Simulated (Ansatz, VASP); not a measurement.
**Two plane-wave programs on RbBr**

```
Rb Br
1.0
     0.00000    3.40400    3.40400
     3.40400    0.00000    3.40400
     3.40400    3.40400    0.00000
Rb Br
1 1
Cartesian
  0.0000 0.0000 0.0000
  3.4040 3.4040 3.4040
```

Alike in both runs: task single point; functional PBE0; k mesh 4 × 4 × 4; occupations fermi-dirac, width 0.05 eV; no spin polarisation.

```csv
,VASP,Ansatz
version,VASP 6.6.1,Ansatz 0.2.0
potentials or method,"VASP PAW PBE potentials, release 64 (Rb_sv, Br)",Ansatz PAW
plane-wave cutoff (eV),520,420
valence electrons in the cell,16,16
```

VASP gave:

| Property | Result |
| --- | --- |
| gap on the k mesh at the Fermi level (eV) | 6.31 |
| least direct gap on the mesh (eV) | 6.31 |
| pressure (GPa) | 1.1 |

Q: Which values does Ansatz return?

A: gap on the k mesh at the Fermi level (eV): 6.30; least direct gap on the mesh (eV): 6.30; pressure (GPa): 1.1.
